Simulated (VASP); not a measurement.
# IrSe in VASP: notebook

IrSe is run at these levels: r2SCAN; tasks: single point.

Program: VASP 6.6.1. These are calculated values, not measurements. Logs are shortened: lines on timing, memory, paths and dates and some standing lists are left out, and cuts for length are marked.

### 1 The cell of the first run

The structure is cubic, space group Fm-3m (No. 225). The conventional cell has a = 5.269 Å, b = 5.269 Å, c = 5.269 Å, α = 90.00°, β = 90.00°, γ = 90.00°. Ir (site symmetry m-3m) has 6 Se at 2.63 Å within 3.5 Å. Within 3.5 Å of Se (site symmetry m-3m) lie 6 Ir at 2.63 Å.

### 2 Single point, r2SCAN (volume scaled by 1.070)

Input file POSCAR:

```
IrSe
1.0
    0.0000000000      2.6346835366      2.6346835366
    2.6346835366      0.0000000000      2.6346835366
    2.6346835366      2.6346835366      0.0000000000
Ir Se
1 1
Direct
    0.5000000000      0.5000000000      0.5000000000
    0.0000000000      0.0000000000      0.0000000000
```

Input file INCAR.step1:

```
ALGO = Normal ; EDIFF = 1E-4
ENCUT = 520 ; GGA = PE
ISMEAR = 0 ; LASPH = T
LCHARG = F ; LREAL = F
LWAVE = T ; NBANDS = 14
NELM = 60 ; PREC = Accurate
SIGMA = 0.05
```

Input file INCAR.step2:

```
ALGO = Normal ; EDIFF = 1E-7
ENCUT = 520 ; ISIF = 2
ISMEAR = 0 ; ISTART = 1
LASPH = T ; LCHARG = T
LELF = T ; LMIXTAU = T
LREAL = F ; LVHAR = T
LWAVE = F ; METAGGA = R2SCAN
NBANDS = 14 ; NELM = 60
PREC = Accurate ; SIGMA = 0.05
```

Input file KPOINTS:

```
k-points
0
Gamma
  12 12 12
```

Potentials or basis: VASP PAW PBE potentials, release 64 (Ir, Se).

Run with:

```
$ cat potpaw_PBE.64/Ir/POTCAR potpaw_PBE.64/Se/POTCAR > POTCAR
$ cp INCAR.step1 INCAR
$ mpirun -np 1 vasp_std > vasp.out
$ cp INCAR.step2 INCAR
$ mpirun -np 1 vasp_std > vasp.out
```

OUTCAR:

```text
EDIFF = 1E-7
   ENCUT = 520
   ISIF = 2
   ISMEAR = 0
   ISTART = 1
   LASPH = T
   LREAL = F
   METAGGA = R2SCAN
   NELM = 60
   PREC = Accurate

 ion  position               nearest neighbor table
   1  0.500  0.500  0.500-   2 2.63   2 2.63   2 2.63   2 2.63   2 2.63   2 2.63
   2  0.000  0.000  0.000-   1 2.63   1 2.63   1 2.63   1 2.63   1 2.63   1 2.63

  LATTYP: Found a face centered cubic cell.
 ALAT       =     5.2693670732

  Lattice vectors:

 A1 = (   0.0000000000,   2.6346835366,   2.6346835366)
 A2 = (   2.6346835366,   0.0000000000,   2.6346835366)
 A3 = (   2.6346835366,   2.6346835366,   0.0000000000)

Analysis of symmetry for initial positions (statically):
=====================================================================
 Subroutine PRICEL returns:
 Original cell was already a primitive cell.

 Routine SETGRP: Setting up the symmetry group for a
 face centered cubic supercell.

 Subroutine GETGRP returns: Found 48 space group operations
 (whereof 48 operations were pure point group operations)
 out of a pool of 48 trial point group operations.

The static configuration has the point symmetry O_h .

Analysis of symmetry for dynamics (positions and initial velocities):
=====================================================================
 Subroutine PRICEL returns:
 Original cell was already a primitive cell.

 Routine SETGRP: Setting up the symmetry group for a
 face centered cubic supercell.

 Subroutine GETGRP returns: Found 48 space group operations
 (whereof 48 operations were pure point group operations)
 out of a pool of 48 trial point group operations.

The dynamic configuration has the point symmetry O_h .

 Subroutine INISYM returns: Found 48 space group operations
 (whereof 48 operations are pure point group operations),
 and found     1 'primitive' translations

----------------------------------------------------------------------------------------

                                     Primitive cell

  volume of cell :      36.5776

  direct lattice vectors                    reciprocal lattice vectors
     0.000000000  2.634683537  2.634683537    -0.189776113  0.189776113  0.189776113
     2.634683537  0.000000000  2.634683537     0.189776113 -0.189776113  0.189776113
     2.634683537  2.634683537  0.000000000     0.189776113  0.189776113 -0.189776113

  length of vectors
     3.726005190  3.726005190  3.726005190     0.328701869  0.328701869  0.328701869

  position of ions in fractional coordinates (direct lattice)
     0.500000000  0.500000000  0.500000000
     0.000000000  0.000000000  0.000000000

  ion indices of the primitive-cell ions
   primitive index   ion index
[... 81 lines left out ...]
   ISYM   =      2    0-nonsym 1-usesym 2-fastsym
   POTIM  = 0.5000    time-step for ionic-motion
   TEBEG  =    0.0;   TEEND  =   0.0 temperature during run
   PSTRESS=    0.0 pullay stress
   NELECT =      15.0000    total number of electrons
   NUPDOWN=      -1.0000    fix difference up-down
   EMIN   =  10.00;   EMAX   =-10.00  energy-range for DOS
   EFERMI =   0.00;   METHOD = LEGACY
   ISMEAR =     0;   SIGMA  =   0.05  broadening in eV -4-tet -1-fermi 0-gaus
   EFERMI_NEDOS =   21; number of points for ismear=-14 and -15
   IALGO  =     38    algorithm
   IMIX   =      4    mixing-type and parameters
     AMIX     =   0.40;   BMIX     =  1.00
     AMIX_MAG =   1.60;   BMIX_MAG =  1.00
  volume/ion in A,a.u.               =      18.29       123.42
  Fermi-wavevector in a.u.,A,eV,Ry     =   1.216280  2.298435 20.127593  1.479336
  Thomas-Fermi vector in A             =   2.351639
   LORBIT       =      0    0 simple, 1 ext, 2 COOP (PROOUT), +10 PAW based schemes
   METAGGA = R2SCAN    functional components
   LHFCALC =     F    Hartree Fock is set to
   AEXX    =    0.0000 exact exchange contribution
   IVDW    =     0    specifies the selected vdW correction
   LEPSILON=     F    determine dielectric tensor
   LRPA    =     F    only Hartree local field effects (RPA)
 non-spin polarized calculation
 Gauss-broadening in eV      SIGMA  =   0.05
  energy-cutoff  :      520.00
  volume of cell :       36.58
 maximum number of plane-waves:      1004
   NGX = 13   NGY = 13   NGZ = 13

 number of electron      15.0000000 magnetization

 Free energy of the ion-electron system (eV)
  ---------------------------------------------------
  ext. energy  EPLUGINS =         0.00000000
  ---------------------------------------------------
  free energy    TOTEN  =       -65.78230906 eV

  energy without entropy =      -65.77937704  energy(sigma->0) =      -65.78084305

 E-fermi :   6.4693     XC(G=0): -12.3205

 val. band max:        6.4652011479   @ k =   0.4167   0.2500   0.0833
 cond. band min:       6.4803348434   @ k =  -0.3333   0.3333   0.0833
 fundamental gap:      0.0151336956
 Fermi energy:         6.4692618406

 k-point     1 :       0.0000    0.0000    0.0000
  band No.  band energies     occupation
      1      -9.5025      2.00000
      2       3.9639      2.00000
      3       3.9640      2.00000
      4       3.9640      2.00000
      5       4.2087      2.00000
      6       4.2087      2.00000
      7       4.7858      2.00000
      8       4.7858      2.00000
      9       4.7858      2.00000
     10       8.6257      0.00000
     11      16.9760      0.00000
     12      19.0487      0.00000
     13      19.0487      0.00000
     14      19.0487      0.00000
[... 377 lines left out ...]
      1      -7.8708      2.00000
      2      -0.9861      2.00000
      3       1.1103      2.00000
      4       1.2054      2.00000
      5       5.1306      2.00000
      6       5.1970      2.00000
      7       5.5485      2.00000
      8       8.0654      0.00000
      9       9.5282      0.00000
     10      11.3748      0.00000
     11      13.5133      0.00000
     12      14.7874      0.00000
     13      16.3829      0.00000
     14      20.2046      0.00000

 [... further k-points ...]
[... 5 lines left out ...]
  --------------------------------------------------------------------------------------
  -------------------------------------------------------------------------------------
  Total       -2.1246406     -2.1246406     -2.1246406     -0.0000000      0.0000000     -0.0000000
  in kB      -93.0637814    -93.0637814    -93.0637814     -0.0000000      0.0000000     -0.0000000
  external PRESSURE =     -93.0637814 kB  Pullay stress =       0.0000000 kB

 VOLUME and BASIS-vectors are now :
 -----------------------------------------------------------------------------
  energy-cutoff  :      520.00
  volume of cell :       36.58
      direct lattice vectors                 reciprocal lattice vectors
     0.000000000  2.634683537  2.634683537    -0.189776113  0.189776113  0.189776113
     2.634683537  0.000000000  2.634683537     0.189776113 -0.189776113  0.189776113
     2.634683537  2.634683537  0.000000000     0.189776113  0.189776113 -0.189776113

 POSITION                                       TOTAL-FORCE (eV/Angst)
 -----------------------------------------------------------------------------------
      2.63468      2.63468      2.63468         0.000000      0.000000      0.000000
      0.00000      0.00000      0.00000         0.000000     -0.000000     -0.000000
 -----------------------------------------------------------------------------------
    total drift:                                0.000000      0.000000      0.000000

  FREE ENERGIE OF THE ION-ELECTRON SYSTEM (eV)
  ---------------------------------------------------
  free  energy   TOTEN  =       -65.7823090556 eV

  energy  without entropy=      -65.7793770419  energy(sigma->0) =      -65.78084305
```

Run time: 83 s. Hardware: 1 thread of Intel Xeon Platinum 8559C (Emerald Rapids), shared host; peak memory 0.19 GiB.

Results:

- Free energy: -65.7823 eV
- Pressure: -9.3 GPa

Levels at points of the mesh, in eV from the Fermi level:
| k point | band 5 | band 6 | band 7 | band 8 | band 9 | band 10 | band 11 | band 12 |
| --- | --- | --- | --- | --- | --- | --- | --- | --- |
| (0.00, 0.00, 0.00) | -2.26 | -2.26 | -1.68 | -1.68 | -1.68 | 2.16 | 10.51 | 12.58 |
| (0.50, 0.00, 0.00) | -1.22 | -1.22 | -0.78 | 3.81 | 3.94 | 3.94 | 6.84 | 6.84 |
| (0.50, 0.50, 0.00) | -3.38 | -1.65 | -0.82 | -0.82 | -0.24 | 1.04 | 9.73 | 12.32 |

Caveat: the cell differs from its parent crystal (volume scaled by 1.070); the PAW data sets were made with another functional, which shifts forces and pressure a little; spin-orbit coupling is left out, which moves the levels of the heavy elements.

### 3 Single point, r2SCAN

This run uses another cell than the first one, of 16.75 Å³/atom, 0.916 times its volume.

Input file POSCAR:

```
IrSe
1.0
    0.0000000000      2.5759288615      2.5759288615
    2.5244102843      0.0000000000      2.5759288615
    2.5244102843      2.5759288615      0.0000000000
Ir Se
1 1
Direct
    0.5000000000      0.5000000000      0.5000000000
    0.0000000000      0.0000000000      0.0000000000
```

Input file INCAR.step1:

```
ALGO = Normal ; EDIFF = 1E-4
ENCUT = 520 ; GGA = PE
ISMEAR = 0 ; LASPH = True
LCHARG = False ; LREAL = False
LWAVE = True ; NBANDS = 14
NELM = 80 ; PREC = Accurate
SIGMA = 0.05
```

Input file INCAR.step2:

```
ALGO = Normal ; EDIFF = 1E-6
ENCUT = 520 ; ISIF = 2
ISMEAR = 0 ; ISTART = 1
LASPH = True ; LCHARG = True
LELF = True ; LMIXTAU = True
LREAL = False ; LVHAR = True
LWAVE = False ; METAGGA = R2SCAN
NBANDS = 14 ; NELM = 80
PREC = Accurate ; SIGMA = 0.05
```

KPOINTS is that of step 2.

Potentials or basis: VASP PAW PBE potentials, release 64 (Ir, Se).

Run with:

```
$ cat potpaw_PBE.64/Ir/POTCAR potpaw_PBE.64/Se/POTCAR > POTCAR
$ cp INCAR.step1 INCAR
$ mpirun -np 1 vasp_std > vasp.out
$ cp INCAR.step2 INCAR
$ mpirun -np 1 vasp_std > vasp.out
```

It took 2.9 min on 1 thread of Intel Xeon Platinum 8559C (Emerald Rapids), shared host; peak memory 0.23 GiB.

The run converged. Its results:

```yaml
Free_energy: -65.8330 eV
Pressure: 4.6 GPa
```

Stress tensor (GPa, compression positive):
```
8.13 0.00 0.00
0.00 2.89 0.00
0.00 0.00 2.89
```

Levels at points of the mesh, in eV from the Fermi level:
```
           k point  band 4  band 5  band 6  band 7  band 8  band 9  band 10  band 11  band 12  band 13
(0.00, 0.00, 0.00)   -2.85   -2.70   -2.68   -1.85   -1.79   -1.79     2.85    10.31    13.00    13.15
(0.50, 0.00, 0.00)   -6.01   -1.46   -1.43   -0.90    3.71    4.34     4.61     6.70     7.04    11.20
(0.50, 0.50, 0.00)   -3.74   -3.60   -2.01   -0.97   -0.95   -0.31     1.41    10.25    13.01    14.95
(0.00, 0.50, 0.50)   -3.79   -3.79   -1.90   -0.99   -0.99   -0.32     1.32    10.04    12.98    15.21
```

Caveat: the PAW data sets were made with another functional, which shifts forces and pressure a little; spin-orbit coupling is left out, which moves the levels of the heavy elements.

### 4 Single point, r2SCAN (atom 1 (Ir) moved 0.08 Å along y)

Input file POSCAR:

```
IrSe
1.0
    0.0000000000      2.5759288615      2.5759288615
    2.5759288615      0.0000000000      2.5759288615
    2.5759288615      2.5759288615      0.0000000000
Ir Se
1 1
Direct
    0.5155283791      0.4844716209      0.5155283791
    0.0000000000      0.0000000000      0.0000000000
```

Input file INCAR.step1:

```
SYSTEM = IrSe
  PREC = Accurate
  ENCUT = 520
  ISMEAR = 0
  SIGMA = 0.05
  LREAL = .FALSE.
  LASPH = .TRUE.
  NELM = 60
  NBANDS = 14
  GGA = PE
  ALGO = Normal
  EDIFF = 1E-4
  LWAVE = .TRUE.
  LCHARG = .FALSE.
```

Input file INCAR.step2:

```
SYSTEM = IrSe
  PREC = Accurate
  ENCUT = 520
  EDIFF = 1E-6
  ISMEAR = 0
  SIGMA = 0.05
  LREAL = .FALSE.
  LASPH = .TRUE.
  NELM = 60
  ALGO = Normal
  ISIF = 2
  LWAVE = .FALSE.
  LCHARG = .FALSE.
  METAGGA = R2SCAN
  LMIXTAU = .TRUE.
  NBANDS = 14
  ISTART = 1
```

Input file KPOINTS:

```
Automatic mesh
0
G
  12 12 12
  0 0 0
```

Potentials or basis: VASP PAW PBE potentials, release 64 (Ir, Se).

Run with:

```
$ cat potpaw_PBE.64/Ir/POTCAR potpaw_PBE.64/Se/POTCAR > POTCAR
$ cp INCAR.step1 INCAR
$ mpirun -np 1 vasp_std > vasp.out
$ cp INCAR.step2 INCAR
$ mpirun -np 1 vasp_std > vasp.out
```

OUTCAR:

```text
SYSTEM = IrSe
   PREC = Accurate
   ENCUT = 520
   EDIFF = 1E-6
   ISMEAR = 0
   LREAL = .FALSE.
   LASPH = .TRUE.
   NELM = 60
   ISIF = 2
   METAGGA = R2SCAN
   ISTART = 1

 ion  position               nearest neighbor table
   1  0.516  0.484  0.516-   2 2.50   2 2.58   2 2.58   2 2.58   2 2.58   2 2.66
   2  0.000  0.000  0.000-   1 2.50   1 2.58   1 2.58   1 2.58   1 2.58   1 2.66

  LATTYP: Found a face centered cubic cell.
 ALAT       =     5.1518577230

  Lattice vectors:

 A1 = (   0.0000000000,   2.5759288615,   2.5759288615)
 A2 = (   2.5759288615,   0.0000000000,   2.5759288615)
 A3 = (   2.5759288615,   2.5759288615,   0.0000000000)

Analysis of symmetry for initial positions (statically):
=====================================================================
 Subroutine PRICEL returns:
 Original cell was already a primitive cell.

 Routine SETGRP: Setting up the symmetry group for a
 face centered cubic supercell.

 Subroutine GETGRP returns: Found  8 space group operations
 (whereof  8 operations were pure point group operations)
 out of a pool of 48 trial point group operations.

The static configuration has the point symmetry C_4v.

Analysis of symmetry for dynamics (positions and initial velocities):
[... 169 lines left out ...]
      2       4.4171      2.00000
      3       4.4171      2.00000
      4       4.5135      2.00000
      5       4.5517      2.00000
      6       4.8224      2.00000
      7       5.7492      2.00000
      8       5.7492      2.00000
      9       5.9236      2.00000
     10      10.0675      0.00000
     11      17.6991      0.00000
     12      20.3246      0.00000
     13      20.3246      0.00000
     14      20.4349      0.00000
[... 377 lines left out ...]
      1      -8.1561      2.00000
      2       0.7794      2.00000
      3       2.0904      2.00000
      4       2.4593      2.00000
      5       5.1964      2.00000
      6       5.4689      2.00000
      7       6.0713      2.00000
      8       8.3723      0.00000
      9      10.2602      0.00000
     10      13.1858      0.00000
     11      15.9852      0.00000
     12      16.5918      0.00000
     13      16.6464      0.00000
     14      20.6017      0.00000

 [... further k-points ...]
[... 5 lines left out ...]
  --------------------------------------------------------------------------------------
  -------------------------------------------------------------------------------------
  Total        0.1166897      0.4963788      0.1166897      0.0000000     -0.0000000      0.0000000
  in kB        5.4690460     23.2644169      5.4690460      0.0000000     -0.0000000      0.0000000
  external PRESSURE =      11.4008363 kB  Pullay stress =       0.0000000 kB

 VOLUME and BASIS-vectors are now :
 -----------------------------------------------------------------------------
  energy-cutoff  :      520.00
  volume of cell :       34.18
      direct lattice vectors                 reciprocal lattice vectors
     0.000000000  2.575928862  2.575928862    -0.194104739  0.194104739  0.194104739
     2.575928862  0.000000000  2.575928862     0.194104739 -0.194104739  0.194104739
     2.575928862  2.575928862  0.000000000     0.194104739  0.194104739 -0.194104739

 POSITION                                       TOTAL-FORCE (eV/Angst)
 -----------------------------------------------------------------------------------
      2.57593      2.65593      2.57593         0.000000     -0.068188      0.000000
      0.00000      0.00000      0.00000         0.000000      0.068188      0.000000
 -----------------------------------------------------------------------------------
    total drift:                                0.000000      0.000076      0.000000

  FREE ENERGIE OF THE ION-ELECTRON SYSTEM (eV)
  ---------------------------------------------------
  free  energy   TOTEN  =       -65.8494570441 eV

  energy  without entropy=      -65.8468815781  energy(sigma->0) =      -65.84816931
```

OSZICAR.step1:

```text
N       E                     dE             d eps       ncg     rms          rms(c)
DAV:   1     0.878350941557E+02    0.87835E+02   -0.65821E+03  4564   0.964E+02
DAV:   2    -0.747223817807E+01   -0.95307E+02   -0.81077E+02  4684   0.228E+02
DAV:   3    -0.115031955120E+02   -0.40310E+01   -0.38995E+01  6052   0.498E+01
DAV:   4    -0.115482905773E+02   -0.45095E-01   -0.45067E-01  5038   0.533E+00
DAV:   5    -0.115489607847E+02   -0.67021E-03   -0.67019E-03  5998   0.678E-01    0.114E+01
DAV:   6    -0.114092852711E+02    0.13968E+00   -0.36208E-01  5574   0.724E+00    0.596E+00
DAV:   7    -0.113934546084E+02    0.15831E-01   -0.44502E-02  5750   0.226E+00    0.281E+00
DAV:   8    -0.113909255760E+02    0.25290E-02   -0.20018E-02  5818   0.147E+00    0.284E-01
DAV:   9    -0.113906695939E+02    0.25598E-03   -0.16016E-03  4870   0.277E-01    0.369E-02
DAV:  10    -0.113906400843E+02    0.29510E-04   -0.17571E-04  3296   0.164E-01
   1 F= -.11390640E+02 E0= -.11389082E+02  d E =-.311551E-02
```

It took 3.3 min on 1 thread of Intel Xeon Platinum 8559C (Emerald Rapids), shared host; peak memory 0.23 GiB.

Results:

- Free energy: -65.8495 eV
- Pressure: 1.1 GPa
- Largest force: 0.068 eV/Å

Forces on the atoms (eV/Å):
```
Ir   0.000 -0.068  0.000
Se   0.000  0.068  0.000
```

Stress tensor (GPa, compression positive):
```
0.55 0.00 0.00
0.00 2.33 0.00
0.00 0.00 0.55
```

Caveat: the cell differs from its parent crystal (atom 1 (Ir) moved 0.08 Å along y); the PAW data sets were made with another functional, which shifts forces and pressure a little; spin-orbit coupling is left out, which moves the levels of the heavy elements.

### 5 Summary

| cell | gap on the mesh (eV) | pressure (GPa) |
| --- | --- | --- |
| a = 3.726 Å, angles 60.0°, 2 atoms | none | -9.3 |
| a = 3.643, b = 3.607, c = 3.607 Å, angles 60.7, 59.7, 59.7°, 2 atoms | none | 4.6 |
| a = 3.643 Å, angles 60.0°, 2 atoms | none | 1.1 |

Alike in all rows: task single point; level r2SCAN; potentials or basis VASP PAW PBE potentials, release 64 (Ir, Se); no spin polarisation; k mesh 12 × 12 × 12; cutoff (eV) 520; smearing gaussian 0.05 eV.

Caveats: the PAW data sets were made with another functional, which shifts forces and pressure a little; spin-orbit coupling is left out, which moves the levels of the heavy elements.

Total energies depend on the potentials used, so only differences within one code and one set of settings carry meaning.
